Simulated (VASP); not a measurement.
**CaS (Oldhamite): single point with LDA**

The system is CaS (Oldhamite).

```
CELL_PARAMETERS angstrom
0.00000 2.78222 2.78222
2.78222 0.00000 2.78222
2.78222 2.78222 0.00000
ATOMIC_POSITIONS crystal
Ca 0.00000 0.00000 0.00000
S 0.50000 0.50000 0.50000
```

| Quantity | Value |
| --- | --- |
| Program | VASP 6.6.1 |
| Task | single point |
| Functional | LDA |
| Potentials or basis | VASP PAW LDA potentials, release 64 (Ca_sv, S) |
| Cutoff | 500 eV |
| k mesh | 9 × 9 × 9 |
| Occupations | tetrahedron |
| Spin | no spin polarisation |

```yaml
Pressure: 0.2 GPa
Band_gap_on_the_k_mesh: 2.01 eV, indirect (least direct gap 2.86 eV)
```

Levels at points of the mesh, in eV from the valence-band top:
```tsv
k point	band 4	band 5	band 6	band 7	band 8	band 9	band 10	band 11	band 12	band 13
(0.00, 0.00, 0.00)	-19.80	-11.53	0.00	0.00	0.00	3.93	3.93	3.93	4.33	4.64
```

It used 43 s of CPU time on 1 thread of AMD EPYC 7R13 Processor (Zen 3), on a shared host.

A k mesh can miss the band edges. LDA gaps usually lie below the measured ones, often by a third to a half.
